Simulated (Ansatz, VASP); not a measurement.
## Ga: VASP beside Ansatz

Contents of INCAR:

```
SYSTEM = Ga
ALGO = Fast
EDIFF = 1E-7
ENCUT = 520
GGA = PS
ISIF = 2
ISMEAR = 0
LASPH = .True.
LCHARG = .False.
LREAL = .False.
LWAVE = .False.
NBANDS = 12
NELM = 100
PREC = Accurate
SIGMA = 0.15
```

File KPOINTS:

```
k-points
0
Gamma
  24 24 24
  0 0 0
```

POSCAR

```
Ga
1.0
   -1.4461200000      1.4461200000      2.2624350000
    1.4461200000     -1.4461200000      2.2624350000
    1.4461200000      1.4461200000     -2.2624350000
Ga
1
Direct
    0.0000000000      0.0000000000      0.0000000000
```

Input for Ansatz:

```yaml
crystal:
  lattice:
    - [-1.44612, 1.44612, 2.262435]
    - [1.44612, -1.44612, 2.262435]
    - [1.44612, 1.44612, -2.262435]
  atoms:
    - { symbol: Ga, position: [0.0, 0.0, 0.0] }
basis:
  ecutwfc: 420
kpoints:
  mp_grid: { grid: [24, 24, 24] }
hamiltonian:
  xc: pbesol
scf:
  occupations: { method: gaussian, width: 0.15 }
output:
  forces: true
  stress: true
  eigenvalues: true
```

Change from the starting cell: strain +0.030 along x and y, +0.015 along z, atoms carried along.

Alike in both runs: task single point; functional PBEsol; k mesh 24 × 24 × 24; occupations gaussian, width 0.15 eV; no spin polarisation.

```csv
,VASP,Ansatz
version,VASP 6.6.1,Ansatz 0.2.0
potentials or method,"VASP PAW PBE potentials, release 64 (Ga_d), cutoff 520 eV","scalar-relativistic, plane waves, PAW"
valence electrons in the cell,13,13
```

|  | VASP | Ansatz | Ansatz less VASP |
| --- | --- | --- | --- |
| gap on the k mesh at the Fermi level (eV) | none | none | - |
| pressure (GPa) | -3.4 | -3.4 | +0.03 |
| traceless stress, the component that is largest in VASP (GPa) | -0.20 | -0.19 | +0.004 |

VASP's potentials were made for PBE, not for PBEsol. A gap of «none» marks a metal or a gap that the smearing closes. With one functional, cell and mesh, what is left measures potentials, basis and numerics.
